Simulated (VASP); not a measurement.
Here is a VASP 6.6.1 calculation.

POSCAR

```
InAs
1.0
    0.0000000000      3.1767740920      3.1767740920
    3.1767740920      0.0000000000      3.1767740920
    3.1767740920      3.1767740920      0.0000000000
In As
1 1
Direct
    0.0000000000      0.0000000000      0.0000000000
    0.2500000000      0.2500000000      0.2500000000
```

INCAR.step1

```
ALGO = Normal ; EDIFF = 1E-4
ENCUT = 520 ; GGA = PE
GGA_COMPAT = False ; ISMEAR = -1
LASPH = True ; LCHARG = False
LNONCOLLINEAR = True ; LREAL = False
LSORBIT = True ; LWAVE = True
MAGMOM = 0 0 0 0 0 0 ; NBANDS = 30
NELM = 150 ; PREC = Accurate
SIGMA = 0.02
```

File INCAR.step2:

```
ALGO = Normal ; EDIFF = 1E-6
ENCUT = 520 ; GGA_COMPAT = False
ISIF = 2 ; ISMEAR = -1
ISTART = 1 ; LASPH = True
LCHARG = False ; LMIXTAU = True
LNONCOLLINEAR = True ; LORBIT = 11
LORBMOM = True ; LREAL = False
LSORBIT = True ; LWAVE = False
MAGMOM = 0 0 0 0 0 0 ; METAGGA = R2SCAN
NBANDS = 30 ; NELM = 150
PREC = Accurate ; SIGMA = 0.02
```

Contents of KPOINTS:

```
k-points
0
Gamma
  8 8 8
```

Potentials or basis: VASP PAW PBE potentials, release 64 (In_d, As).

Run with:

```bash
$ cat potpaw_PBE.64/In_d/POTCAR potpaw_PBE.64/As/POTCAR > POTCAR
$ cp INCAR.step1 INCAR
$ mpirun -np 1 vasp_ncl > vasp.out
$ cp INCAR.step2 INCAR
$ mpirun -np 1 vasp_ncl > vasp.out
```

(1) What does it give for the pressure?

(2) What does it give for the net moment?

Results:

(1) -5.2 GPa.

(2) 0.00 μB per cell.

Caveat: the cell differs from its parent crystal (strain +4.0%); the cell stands under tension; the PAW data sets were made with another functional, which shifts forces and pressure a little.
